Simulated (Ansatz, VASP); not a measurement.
# One calculation of InP, two programs

File INCAR:

```
  PREC = Accurate
  ENCUT = 520
  EDIFF = 1E-6
  ISMEAR = 0
  SIGMA = 0.05
  LREAL = False
  LASPH = True
  NELM = 80
  ALGO = Normal
  ISIF = 2
  LWAVE = False
  LCHARG = True
  LELF = True
  LVHAR = True
  NBANDS = 16
```

File KPOINTS:

```
Automatic mesh
0
Gamma
  12 12 12
```

The input POSCAR:

```
InP
1.0
    0.0000000000      2.7568320292      3.1126024943
    3.1126024943      0.0000000000      3.1126024943
    3.1126024943      2.7568320292      0.0000000000
In P
1 1
Direct
    0.0000000000      0.0000000000      0.0000000000
    0.7500000000      0.7500000000      0.7500000000
```

Input for Ansatz:

```yaml
crystal:
  lattice:
    - [0.0, 2.7568320292, 3.1126024943]
    - [3.1126024943, 0.0, 3.1126024943]
    - [3.1126024943, 2.7568320292, 0.0]
  atoms:
    - { symbol: In, position: [0.0, 0.0, 0.0] }
    - { symbol: P, position: [0.75, 0.75, 0.75] }
basis:
  ecutwfc: 420
kpoints:
  mp_grid: { grid: [12, 12, 12] }
hamiltonian:
  xc: lda
  pseudopotentials: { kind: paw, azcp: { folder: soft_1 } }
scf:
  occupations: { method: gaussian, width: 0.05 }
output:
  forces: true
  stress: true
  eigenvalues: true
```

Alike in both runs: task single point; functional LDA; k mesh 12 × 12 × 12; occupations gaussian, width 0.05 eV; no spin polarisation.

```csv
,VASP,Ansatz
version,VASP 6.6.1,Ansatz 0.2.0
potentials or method,"VASP PAW LDA potentials, release 64 (In_d, P), cutoff 520 eV","scalar-relativistic, plane waves, PAW"
valence electrons in the cell,18,18
```

|  | VASP | Ansatz | Ansatz less VASP |
| --- | --- | --- | --- |
| gap on the k mesh at the Fermi level (eV) | 0.17 | 0.20 | +0.032 |
| least direct gap on the mesh (eV) | 0.17 | 0.20 | +0.032 |
| pressure (GPa) | -4.8 | -4.8 | 0.00 |
| traceless stress, the component that is largest in VASP (GPa) | 2.95 | 2.96 | +0.004 |

Ansatz warns that its potentials were made for another functional, while VASP's fit it. LDA's correlation is that of Perdew and Zunger in VASP and of Perdew and Wang (1992) in Ansatz.
